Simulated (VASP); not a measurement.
Write the native input for VASP 6.6.1 that does the following.

* Task: single point
* Functional: PBE
* Potentials or basis: VASP PAW PBE potentials, release 64 (Ge_d, Sn_d)
* Cutoff: 520 eV
* k mesh: 6 × 6 × 2
* Occupations: fermi-dirac, width 0.02 eV
* Spin: no spin polarisation
* Dipole correction: no
* Further INCAR settings: ALGO = Normal; EDIFF = 1e-06; NBANDS = 51

The structure of SnGe2 lies in POSCAR:

```
SnGe2
1.0
    4.3024674362      0.0000000000      0.0000000000
   -2.1512337181      3.7260460987      0.0000000000
    0.0000000000      0.0000000000     10.4886389455
Ge Sn
4 2
Direct
    0.0000000000      0.0000000000     -0.0127620378
    0.6666666667      0.3333333333      0.6785351493
    0.3333333333      0.6666666667      0.3338188070
    0.6666666667      0.3333333333      0.9168426273
    0.3333333333      0.6666666667      0.5893224072
    0.0000000000      0.0000000000      0.2442430469
```

One way to write it, as run:

INCAR

```
PREC = Accurate
ENCUT = 520
EDIFF = 1E-6
ISMEAR = -1
SIGMA = 0.02
LREAL = F
LASPH = T
NELM = 60
ALGO = Normal
ISIF = 2
LWAVE = F
LCHARG = F
GGA = PE
NBANDS = 51
```

KPOINTS

```
Automatic mesh
0
Gamma
  6 6 2
```

Potentials or basis: VASP PAW PBE potentials, release 64 (Ge_d, Sn_d).

Launch:

```console
$ cat potpaw_PBE.64/Ge_d/POTCAR potpaw_PBE.64/Sn_d/POTCAR > POTCAR
$ mpirun -np 1 vasp_std > vasp.out
```

Results of the run:

```json
{"Pressure": "0.0 GPa", "Largest force": "0.005 eV/Å", "Band gap on the k mesh": "zero (bands 42 and 43 overlap by 0.27 eV)"}
```

Caveat: semilocal functionals underestimate gaps, and a narrow one can read as zero; spin-orbit coupling is left out, which moves the levels of the heavy elements.

Wall time 3.5 min on 1 thread of Intel Xeon 8259CL, on a shared host, peak memory 0.32 GiB.
